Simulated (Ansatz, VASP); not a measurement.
## One calculation of HfSi, two programs

File INCAR:

```
ALGO     = Normal         # electronic algorithm
EDIFF    = 1E-6           # SCF threshold, eV
ENCUT    = 500            # plane-wave cutoff, eV
GGA_COMPAT= False        
ISIF     = 2              # what is computed and relaxed
ISMEAR   = 0              # smearing method
LASPH    = True           # aspherical terms in the spheres
LCHARG   = False          # write CHGCAR
LREAL    = False          # projectors in reciprocal space
LWAVE    = False          # write WAVECAR
NBANDS   = 14             # bands
NELM     = 120            # most SCF steps
PREC     = Accurate       # precision mode
SIGMA    = 0.05           # smearing width, eV
```

Contents of KPOINTS:

```
k-points
0
Gamma
  6 6 6
```

POSCAR

```
HfSi
1.0
    3.2857003820      0.0000000000      0.0000000000
    0.0000000000      3.2857003820      0.0000000000
    0.0000000000      0.0000000000      3.2857003820
Hf Si
1 1
Direct
    0.0000000000      0.0000000000      0.0000000000
    0.5000000000      0.5000000000      0.5000000000
```

Input for Ansatz:

```yaml
crystal:
  lattice:
    - [3.285700382, 0.0, 0.0]
    - [0.0, 3.285700382, 0.0]
    - [0.0, 0.0, 3.285700382]
  atoms:
    - { symbol: Hf, position: [0.0, 0.0, 0.0] }
    - { symbol: Si, position: [0.5, 0.5, 0.5] }
basis:
  ecutwfc: 420
kpoints:
  mp_grid: { grid: [6, 6, 6] }
hamiltonian:
  xc: lda
scf:
  occupations: { method: gaussian, width: 0.05 }
output:
  forces: true
  stress: true
  eigenvalues: true
```

Alike in both runs: task single point; functional LDA; k mesh 6 × 6 × 6; occupations gaussian, width 0.05 eV; no spin polarisation.

```csv
,VASP,Ansatz
version,VASP 6.6.1,Ansatz 0.2.0
potentials or method,"VASP PAW LDA potentials, release 64 (Hf_pv, Si), cutoff 500 eV","scalar-relativistic, plane waves, PAW"
valence electrons in the cell,14,30
```

```csv
,VASP,Ansatz,Ansatz less VASP
gap on the k mesh at the Fermi level (eV),none,none,-
pressure (GPa),-7.6,-7.7,-0.15
```

LDA's correlation is that of Perdew and Zunger in VASP and of Perdew and Wang (1992) in Ansatz. A gap of «none» marks a metal or a gap that the smearing closes. VASP's potentials hold 14 valence electrons a cell and Ansatz's 30, so a difference there can come from the potentials and not from the codes.

Spin-orbit coupling is off throughout.
